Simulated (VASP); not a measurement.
Set up this calculation in VASP 6.6.1, as the native input.

- Task: single point
- Functional: PBE
- Potentials or basis: VASP PAW PBE potentials, release 64 (Si, Ge_d)
- Cutoff: 520 eV
- k mesh: 2 × 2 × 2
- Occupations: fermi-dirac, width 0.05 eV
- Spin: no spin polarisation
- Dipole correction: no
- Further INCAR settings: LREAL = Auto; ALGO = Normal; EDIFF = 1e-06; NBANDS = 53

The structure of Si16Ge (a cell with a defect) lies in POSCAR:

```
Si16Ge
1.0
    0.0000000000      5.4300000000      5.4300000000
    5.4300000000      0.0000000000      5.4300000000
    5.4300000000      5.4300000000      0.0000000000
Si Ge
16 1
Direct
    0.1089226519     -0.0912430939      0.0090147330
    0.1224493554      0.1180847145      0.1354327808
    0.0340331492     -0.0652486188      0.5059852670
    0.1877716390      0.0210681400      0.6445856354
   -0.1132412523      0.5483793738     -0.0776243094
    0.0735819521      0.5451657459      0.1312062615
    0.0223388582      0.4143462247      0.5011418048
    0.1754788214      0.5493830571      0.5686832413
    0.3941712707      0.2629189687     -0.0157734807
    0.7846593002      0.2583793738      0.0516206262
    0.5184254144     -0.0273572744      0.3513535912
    0.6763443831      0.0642081031      0.4845764273
    0.4422467772      0.5229465930      0.0386924494
    0.5005064457      0.7285174954      0.2529558011
    0.5301473297      0.3878453039      0.5341252302
    0.6318600368      0.5694290976      0.6634806630
    0.5149539595      0.8928913444      0.8989502762
```

The input as run:

INCAR

```
SYSTEM = Si16Ge
ALGO     = Normal         ! electronic algorithm
EDIFF    = 1E-6           ! SCF threshold, eV
ENCUT    = 520            ! plane-wave cutoff, eV
GGA      = PE             ! functional
ISIF     = 2              ! what is computed and relaxed
ISMEAR   = -1             ! smearing method
LASPH    = .True.         ! aspherical terms in the spheres
LCHARG   = .False.        ! write CHGCAR
LREAL    = Auto         
LWAVE    = .False.        ! write WAVECAR
NBANDS   = 53             ! bands
NELM     = 80             ! most SCF steps
PREC     = Accurate       ! precision mode
SIGMA    = 0.05           ! smearing width, eV
```

KPOINTS

```
k-points
0
Gamma
  2 2 2
  0 0 0
```

Potentials or basis: VASP PAW PBE potentials, release 64 (Si, Ge_d).

Launch:

```console
$ cat potpaw_PBE.64/Si/POTCAR potpaw_PBE.64/Ge_d/POTCAR > POTCAR
$ mpirun -np 1 vasp_std > vasp.out
```

Results of the run:

```json
{
 "Pressure": "-0.2 GPa",
 "Largest force": "1.731 eV/Å",
 "Band gap on the k mesh": "zero (bands 39 and 40 overlap by 0.24 eV)"
}
```

Caveat: the k points lie up to 0.50 Å⁻¹ apart.

Run time: 120 s on 1 thread of Intel(R) Xeon(R) 6975P-C (Granite Rapids), on a shared host, peak memory 0.5 GiB.
